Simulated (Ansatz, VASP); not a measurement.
## One calculation of ZnSe, two programs

Contents of INCAR:

```
SYSTEM = ZnSe
PREC     = Accurate       ! precision mode
ENCUT    = 520            ! plane-wave cutoff, eV
EDIFF    = 1E-6           ! SCF threshold, eV
ISMEAR   = 0              ! smearing method
SIGMA    = 0.05           ! smearing width, eV
LREAL    = .False.        ! projectors in reciprocal space
LASPH    = .True.         ! aspherical terms in the spheres
NELM     = 80             ! most SCF steps
ALGO     = Normal         ! electronic algorithm
ISIF     = 2              ! what is computed and relaxed
LWAVE    = .False.        ! write WAVECAR
LCHARG   = .False.        ! write CHGCAR
GGA      = PE             ! functional
NBANDS   = 16             ! bands
```

The input KPOINTS:

```
Automatic mesh
0
Gamma
  8 8 8
  0 0 0
```

File POSCAR:

```
ZnSe
1.0
    0.0000000000      2.7046162247      2.7046162247
    2.7046162247      0.0000000000      2.7046162247
    2.7046162247      2.7046162247      0.0000000000
Zn Se
1 1
Direct
    0.0000000000      0.0000000000      0.0000000000
    0.2500000000      0.2500000000      0.2500000000
```

Input for Ansatz:

```yaml
crystal:
  lattice:
    - [0.0, 2.7046162247, 2.7046162247]
    - [2.7046162247, 0.0, 2.7046162247]
    - [2.7046162247, 2.7046162247, 0.0]
  atoms:
    - { symbol: Zn, position: [0.0, 0.0, 0.0] }
    - { symbol: Se, position: [0.25, 0.25, 0.25] }
basis:
  ecutwfc: 420
  ecutrho_ratio: 4
kpoints:
  mp_grid: { grid: [8, 8, 8] }
hamiltonian:
  xc: pbe
scf:
  occupations: { method: gaussian, width: 0.05 }
output:
  forces: true
  stress: true
  eigenvalues: true
```

Alike in both runs: task single point; functional PBE; k mesh 8 × 8 × 8; occupations gaussian, width 0.05 eV; no spin polarisation.

```csv
,VASP,Ansatz
version,VASP 6.6.1,Ansatz 0.2.0
potentials or method,"VASP PAW PBE potentials, release 64 (Zn, Se), cutoff 520 eV","scalar-relativistic, plane waves, PAW"
valence electrons in the cell,18,28
```

Ansatz gave:

| Item | Value |
| --- | --- |
| gap on the k mesh at the Fermi level (eV) | 1.88 |
| least direct gap on the mesh (eV) | 1.88 |
| pressure (GPa) | 14.7 |

Task: Which values does VASP return?

Result: gap on the k mesh at the Fermi level (eV): 1.89; least direct gap on the mesh (eV): 1.89; pressure (GPa): 15.1.

The functional is the same, so the differences come from potentials, cutoffs and numerics. VASP's potentials hold 18 valence electrons a cell and Ansatz's 28, so a difference there can come from the potentials and not from the codes.
